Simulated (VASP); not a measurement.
# CsMgBiO3 (R3m) in VASP: notebook

CsMgBiO3 is run at these levels: r2SCAN+rVV10, r2SCAN+D3(BJ), r2SCAN+D4, PBE; tasks: single point, relaxation of the atoms.

Everything below comes from runs of VASP 6.6.1. Logs are shortened: lines on timing, memory, paths and dates and some standing lists are left out, and cuts for length are marked.

**1. The cell of the first run**

The structure is trigonal, space group R3m (No. 160). Conventional cell: a = 6.345 Å, b = 6.345 Å, c = 11.646 Å, α = 90.00°, β = 90.00°, γ = 120.00°. Within 2.7 Å of Bi (site symmetry 3m) lie 3 O at 2.05 Å. Cs (site symmetry 3m) has 9 O at 3.34 Å and 4 Bi at 3.66 to 3.85 Å and 3 Mg at 3.78 Å within 4.4 Å. Within 2.5 Å of Mg (site symmetry 3m) lie 3 O at 1.89 Å. Within 2.5 Å of O (site symmetry m) lie 1 Mg at 1.89 Å and 1 Bi at 2.05 Å.

**2. Single point, r2SCAN+rVV10**

File POSCAR:

```
CsMgBiO3
1.0
    3.1724904338      1.8316382059      3.8820881748
   -3.1724904338      1.8316382059      3.8820881748
    0.0000000000     -3.6632764119      3.8820881748
Bi Cs Mg O
1 1 1 3
Direct
    0.5686716817      0.5686716817      0.5686716817
    0.8994689101      0.8994689101      0.8994689101
    0.3121798160      0.3121798160      0.3121798160
    0.9797792768      0.4948473977      0.4948473977
    0.4948473977      0.4948473977      0.9797792768
    0.4948473977      0.9797792768      0.4948473977
```

File INCAR.step1:

```
  PREC = Accurate
  ENCUT = 520
  ISMEAR = -1
  SIGMA = 0.05
  LREAL = False
  LASPH = True
  NELM = 80
  NBANDS = 31
  GGA = PE
  ALGO = Normal
  EDIFF = 1E-4
  LWAVE = True
  LCHARG = False
```

File INCAR.step2:

```
  PREC = Accurate
  ENCUT = 520
  EDIFF = 1E-6
  ISMEAR = -1
  SIGMA = 0.05
  LREAL = False
  LASPH = True
  NELM = 80
  ALGO = Normal
  ISIF = 2
  LWAVE = False
  LCHARG = False
  METAGGA = R2SCAN
  LMIXTAU = True
  LUSE_VDW = True
  IVDW_NL = 2
  BPARAM = 11.95
  CPARAM = 0.0093
  NBANDS = 31
  ISTART = 1
```

File KPOINTS:

```
regular mesh
0
Gamma
  6 6 6
```

Potentials or basis: VASP PAW PBE potentials, release 64 (Bi_d, Cs_sv, Mg, O).

Launch:

```
cat potpaw_PBE.64/Bi_d/POTCAR potpaw_PBE.64/Cs_sv/POTCAR potpaw_PBE.64/Mg/POTCAR potpaw_PBE.64/O/POTCAR > POTCAR
cp INCAR.step1 INCAR
mpirun -np 1 vasp_std > vasp.out
cp INCAR.step2 INCAR
mpirun -np 1 vasp_std > vasp.out
```

OUTCAR:

```text
PREC = Accurate
   ENCUT = 520
   EDIFF = 1E-6
   ISMEAR = -1
   LREAL = False
   LASPH = True
   NELM = 80
   ISIF = 2
   METAGGA = R2SCAN
   IVDW_NL = 2
   BPARAM = 11.95
   ISTART = 1

 ion  position               nearest neighbor table
   1  0.569  0.569  0.569-   5 2.05   4 2.05   6 2.05   3 2.99   3 3.77   3 3.77   3 3.77
   2  0.899  0.899  0.899-
   3  0.312  0.312  0.312-   5 1.89   4 1.89   6 1.89   1 2.99   1 3.77   1 3.77   1 3.77
   4  0.980  0.495  0.495-   3 1.89   1 2.05
   5  0.495  0.495  0.980-   3 1.89   1 2.05
   6  0.495  0.980  0.495-   3 1.89   1 2.05

  LATTYP: Found a trigonal (rhomboedric) cell.
 ALAT       =     5.3376214428
 COS(alpha) =     0.2934626917

  Lattice vectors:

 A1 = (   3.1724904338,   1.8316382059,   3.8820881748)
 A2 = (  -3.1724904338,   1.8316382059,   3.8820881748)
 A3 = (   0.0000000000,  -3.6632764119,   3.8820881748)

Analysis of symmetry for initial positions (statically):
=====================================================================
 Subroutine PRICEL returns:
 Original cell was already a primitive cell.

 Routine SETGRP: Setting up the symmetry group for a
 trigonal (rhombohedral) supercell.

 Subroutine GETGRP returns: Found  6 space group operations
 (whereof  6 operations were pure point group operations)
 out of a pool of 12 trial point group operations.

The static configuration has the point symmetry C_3v.

Analysis of symmetry for dynamics (positions and initial velocities):
=====================================================================
 Subroutine PRICEL returns:
 Original cell was already a primitive cell.

 Routine SETGRP: Setting up the symmetry group for a
 trigonal (rhombohedral) supercell.

 Subroutine GETGRP returns: Found  6 space group operations
 (whereof  6 operations were pure point group operations)
 out of a pool of 12 trial point group operations.

The dynamic configuration has the point symmetry C_3v.

 Subroutine INISYM returns: Found  6 space group operations
 (whereof  6 operations are pure point group operations),
 and found     1 'primitive' translations

----------------------------------------------------------------------------------------

                                     Primitive cell

  volume of cell :     135.3495

  direct lattice vectors                    reciprocal lattice vectors
     3.172490434  1.831638206  3.882088175     0.157604888  0.090993225  0.085864442
    -3.172490434  1.831638206  3.882088175    -0.157604888  0.090993225  0.085864442
     0.000000000 -3.663276412  3.882088175     0.000000000 -0.181986449  0.085864442

  length of vectors
     5.337621443  5.337621443  5.337621443     0.201225669  0.201225669  0.201225669

  position of ions in fractional coordinates (direct lattice)
     0.568671682  0.568671682  0.568671682
     0.899468910  0.899468910  0.899468910
     0.312179816  0.312179816  0.312179816
     0.979779277  0.494847398  0.494847398
     0.494847398  0.494847398  0.979779277
     0.494847398  0.979779277  0.494847398

  ion indices of the primitive-cell ions
   primitive index   ion index
                 1           1
                 2           2
                 3           3
                 4           4
                 5           5
                 6           6

----------------------------------------------------------------------------------------

 KPOINTS: regular mesh

Automatic generation of k-mesh.
 Grid dimensions read from file:
 generate k-points for:    6    6    6

 Generating k-lattice:

  Cartesian coordinates                     Fractional coordinates (reciprocal lattice)
     0.026267481  0.015165537  0.014310740     0.166666667  0.000000000  0.000000000
    -0.026267481  0.015165537  0.014310740     0.000000000  0.166666667  0.000000000
     0.000000000 -0.030331075  0.014310740    -0.000000000 -0.000000000  0.166666667

  Length of vectors
     0.033537612  0.033537612  0.033537612

  Shift w.r.t. Gamma in fractional coordinates (k-lattice)
     0.000000000  0.000000000  0.000000000

 Subroutine IBZKPT returns following result:
 ===========================================

 Found     32 irreducible k-points:

 Following reciprocal coordinates:
            Coordinates               Weight
  0.000000  0.000000  0.000000      1.000000
  0.166667  0.000000  0.000000      6.000000
  0.333333  0.000000  0.000000      6.000000
  0.500000  0.000000  0.000000      3.000000
  0.166667  0.166667  0.000000      6.000000
  0.333333  0.166667  0.000000     12.000000
[... 16 lines left out ...]
  0.500000  0.500000  0.166667      6.000000
 -0.333333  0.500000  0.166667     12.000000
 [... further k-points ...]
   k-points           NKPTS =     32   k-points in BZ     NKDIM =     32   number of bands    NBANDS=     31
   number of dos      NEDOS =    301   number of ions     NIONS =      6
   total plane-waves  NPLWV =  64000
   dimension x,y,z NGX =    40 NGY =   40 NGZ =   40
   dimension x,y,z NGXF=    80 NGYF=   80 NGZF=   80
   ions per type =               1   1   1   3
   NGX,Y,Z   is equivalent  to a cutoff of  12.46, 12.46, 12.46 a.u.
   NGXF,Y,Z  is equivalent  to a cutoff of  24.92, 24.92, 24.92 a.u.
 SYSTEM =  unknown system
   PREC   = accura    normal or accurate (medium, high low for compatibility)
   ISTART =      1    job   : 0-new  1-cont  2-samecut
   ICHARG =      0    charge: 1-file 2-atom 10-const
   ISPIN  =      1    spin polarized calculation?
   LNONCOLLINEAR =      F non collinear calculations
   LSORBIT =      F    spin-orbit coupling
   LASPH  =      T    aspherical Exc in radial PAW
   ENCUT  =  520.0 eV  38.22 Ry    6.18 a.u.   9.92  9.92  9.92*2*pi/ulx,y,z
   NELM   =     80;   NELMIN=  2; NELMDL=  0     # of ELM steps
   EDIFF  = 0.1E-05   stopping-criterion for ELM
   LREAL  =      F    real-space projection
   EDIFFG = 0.1E-04   stopping-criterion for IOM
   NSW    =      0    number of steps for IOM
   IBRION =     -1    ionic relax: 0-MD 1-quasi-New 2-CG
   NFREE  =      0    steps in history (QN), initial steepest desc. (CG)
   ISIF   =      2    stress and relaxation
   ISYM   =      2    0-nonsym 1-usesym 2-fastsym
   POTIM  = 0.5000    time-step for ionic-motion
   TEBEG  =    0.0;   TEEND  =   0.0 temperature during run
   PSTRESS=    0.0 pullay stress
   NELECT =      44.0000    total number of electrons
   NUPDOWN=      -1.0000    fix difference up-down
   EMIN   =  10.00;   EMAX   =-10.00  energy-range for DOS
   EFERMI =   0.00;   METHOD = LEGACY
   ISMEAR =    -1;   SIGMA  =   0.05  broadening in eV -4-tet -1-fermi 0-gaus
   EFERMI_NEDOS =   21; number of points for ismear=-14 and -15
   IALGO  =     38    algorithm
   IMIX   =      4    mixing-type and parameters
     AMIX     =   0.40;   BMIX     =  1.00
     AMIX_MAG =   1.60;   BMIX_MAG =  1.00
  volume/ion in A,a.u.               =      22.56       152.23
  Fermi-wavevector in a.u.,A,eV,Ry     =   1.125659  2.127187 17.240053  1.267108
  Thomas-Fermi vector in A             =   2.262337
   LORBIT       =      0    0 simple, 1 ext, 2 COOP (PROOUT), +10 PAW based schemes
   METAGGA = R2SCAN    functional components
   LHFCALC =     F    Hartree Fock is set to
   AEXX    =    0.0000 exact exchange contribution
   IVDW_NL    =     2    kernel type
   BPARAM     =11.9500
   IVDW    =     0    specifies the selected vdW correction
   LEPSILON=     F    determine dielectric tensor
   LRPA    =     F    only Hartree local field effects (RPA)
 non-spin polarized calculation
  energy-cutoff  :      520.00
  volume of cell :      135.35
 maximum number of plane-waves:      3675
   NGX = 19   NGY = 19   NGZ = 19

 number of electron      44.0000010 magnetization

 Free energy of the ion-electron system (eV)
  ---------------------------------------------------
  ext. energy  EPLUGINS =         0.00000000
  ---------------------------------------------------
  free energy    TOTEN  =      -114.31685441 eV

  energy without entropy =     -114.31685441  energy(sigma->0) =     -114.31685441

 E-fermi :   2.4711     XC(G=0):  -9.0076

 val. band max:        1.5212405853   @ k =   0.5000   0.5000   0.5000
 cond. band min:       4.7204292538   @ k =   0.5000   0.5000   0.3333
 fundamental gap:      3.1991886685
 Fermi energy:         2.4711087980

 k-point     1 :       0.0000    0.0000    0.0000
  band No.  band energies     occupation
      1     -21.3941      2.00000
      2     -21.3941      2.00000
      3     -21.0139      2.00000
      4     -20.9770      2.00000
      5     -20.9770      2.00000
      6     -19.6955      2.00000
[... 23 lines left out ...]
     30      10.0598      0.00000
     31      10.0598      0.00000

 k-point     2 :       0.1667    0.0000    0.0000
  band No.  band energies     occupation
      1     -21.3940      2.00000
      2     -21.3923      2.00000
      3     -21.0139      2.00000
      4     -20.9773      2.00000
      5     -20.9771      2.00000
      6     -19.6892      2.00000
[... 23 lines left out ...]
     30      10.0424      0.00000
     31      10.3342      0.00000

 k-point     3 :       0.3333    0.0000    0.0000
  band No.  band energies     occupation
      1     -21.3938      2.00000
      2     -21.3888      2.00000
      3     -21.0137      2.00000
      4     -20.9778      2.00000
      5     -20.9773      2.00000
      6     -19.6763      2.00000
[... 23 lines left out ...]
     30       9.9973      0.00000
     31      10.1011      0.00000

 k-point     4 :       0.5000    0.0000    0.0000
  band No.  band energies     occupation
      1     -21.3938      2.00000
      2     -21.3871      2.00000
      3     -21.0137      2.00000
      4     -20.9780      2.00000
      5     -20.9773      2.00000
      6     -19.6699      2.00000
[... 635 lines left out ...]
     30       9.6267      0.00000
     31      10.1040      0.00000

 k-point    23 :       0.5000    0.5000    0.1667
  band No.  band energies     occupation
      1     -21.3887      2.00000
      2     -21.3793      2.00000
      3     -21.0172      2.00000
      4     -20.9784      2.00000
      5     -20.9769      2.00000
      6     -19.6558      2.00000
[... 23 lines left out ...]
     30       9.9594      0.00000
     31      10.0638      0.00000

 k-point    24 :      -0.3333    0.5000    0.1667
  band No.  band energies     occupation
      1     -21.3897      2.00000
      2     -21.3813      2.00000
      3     -21.0160      2.00000
      4     -20.9786      2.00000
      5     -20.9770      2.00000
      6     -19.6565      2.00000
[... 23 lines left out ...]
     30       9.7703      0.00000
     31      10.2540      0.00000

 [... further k-points ...]

------------------------ aborting loop because EDIFF is reached ----------------------------------------

  FORCE on cell =-STRESS in cart. coord.  units (eV):
  Direction    XX          YY          ZZ          XY          YZ          ZX
  --------------------------------------------------------------------------------------
  -------------------------------------------------------------------------------------
  Total        0.2898741      0.2898741      0.1639853      0.0000000     -0.0000000      0.0000000
  in kB        3.4313369      3.4313369      1.9411485      0.0000000     -0.0000000      0.0000000
  external PRESSURE =       2.9346074 kB  Pullay stress =       0.0000000 kB

 VOLUME and BASIS-vectors are now :
 -----------------------------------------------------------------------------
  energy-cutoff  :      520.00
  volume of cell :      135.35
      direct lattice vectors                 reciprocal lattice vectors
     3.172490434  1.831638206  3.882088175     0.157604888  0.090993225  0.085864442
    -3.172490434  1.831638206  3.882088175    -0.157604888  0.090993225  0.085864442
     0.000000000 -3.663276412  3.882088175     0.000000000 -0.181986449  0.085864442

 POSITION                                       TOTAL-FORCE (eV/Angst)
 -----------------------------------------------------------------------------------
      0.00000     -0.00000      6.62290         0.000000      0.000000     -0.205999
      0.00000     -0.00000     10.47545         0.000000     -0.000000      0.006766
      0.00000     -0.00000      3.63573         0.000000     -0.000000      0.018605
      1.53844      0.88822      7.64567         0.099655      0.057536      0.060209
      0.00000     -1.77644      7.64567         0.000000     -0.115071      0.060209
     -1.53844      0.88822      7.64567        -0.099655      0.057536      0.060209
 -----------------------------------------------------------------------------------
    total drift:                                0.000000     -0.000000      0.001532

  FREE ENERGIE OF THE ION-ELECTRON SYSTEM (eV)
  ---------------------------------------------------
  free  energy   TOTEN  =      -114.3168544103 eV

  energy  without entropy=     -114.3168544103  energy(sigma->0) =     -114.31685441
```

It took 4.7 min on 1 thread of Intel Xeon Platinum 8488C (Sapphire Rapids), shared host; peak memory 0.59 GiB.

What came out:

```
Free energy            : -114.3169 eV
Pressure               : 0.3 GPa
Largest force          : 0.206 eV/Å
Band gap on the k mesh : 3.20 eV (least direct gap 3.32 eV)
```

Forces in eV/Å, atoms in the order of the input:
```
Bi   0.000  0.000 -0.206
Cs   0.000  0.000  0.007
Mg   0.000  0.000  0.019
O    0.100  0.058  0.060
O    0.000 -0.115  0.060
O   -0.100  0.058  0.060
```

Stress tensor (GPa, compression positive):
```
0.34 0.00 0.00
0.00 0.34 0.00
0.00 0.00 0.19
```

Caveat: the PAW data sets were made with another functional, which shifts forces and pressure a little; spin-orbit coupling is left out, which moves the levels of the heavy elements.

(Continued in part 2 of 3.)
